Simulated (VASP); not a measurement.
A run of VASP 6.6.1 is set up as follows.

INCAR

```
SYSTEM = BaTiO3
AGGAC = 1.0 ; AGGAX = 1.0
ALDAC = 0.0 ; ALDAX = 1.0
ALGO = Normal ; EDIFF = 1E-6
ENCUT = 520 ; GGA = B5
ISIF = 2 ; ISMEAR = -1
LASPH = .True. ; LCHARG = .False.
LREAL = .False. ; LWAVE = .False.
NBANDS = 51 ; NELM = 80
PREC = Accurate ; SIGMA = 0.05
```

KPOINTS

```
k-points
0
Gamma
  6 6 6
  0 0 0
```

The input POSCAR:

```
BaTiO3
1.0
    2.9043916519     -5.0347849649      0.0024064002
    5.8539021995      0.0260494066     -0.0232168043
    2.9004013559     -1.6828430210      4.7436242798
Ba Ti O
2 2 6
Direct
    1.0083712737      0.9833435663      1.0002086965
    0.5083712967      0.4833449233      0.5002110918
    0.7659305826      0.7106240545      0.7579293697
    0.2659307124      0.2106249048      0.2579307379
   -0.0095785747      0.5222579635      0.9818383648
    0.4904249370      0.0222592616      0.4818377568
    0.5050692559      0.5222301573     -0.0179689484
    1.0050733931      0.0222259844      0.4820283847
    0.4908535792      1.0221956644     -0.0039571925
    0.9908535442      0.5221935198      0.4960417288
```

Potentials or basis: VASP PAW PBE potentials, release 64 (Ba_sv, Ti_sv, O).

Command:

```console
$ cat potpaw_PBE.64/Ba_sv/POTCAR potpaw_PBE.64/Ti_sv/POTCAR potpaw_PBE.64/O/POTCAR > POTCAR
$ mpirun -np 1 vasp_std > vasp.out
```

Task: Estimate the largest force.

Result: 0.172 eV/Å.

Task: What does it give for the band gap on the k mesh?

Result: 2.76 eV.

Stress tensor (GPa, compression positive):
```
 1.55 -0.08  0.06
-0.08  1.65  0.03
 0.06  0.03  1.67
```

Caveat: the PAW data sets were made with another functional, which shifts forces and pressure a little; spin-orbit coupling is left out, which moves the levels of the heavy elements. A k mesh can miss the band edges.
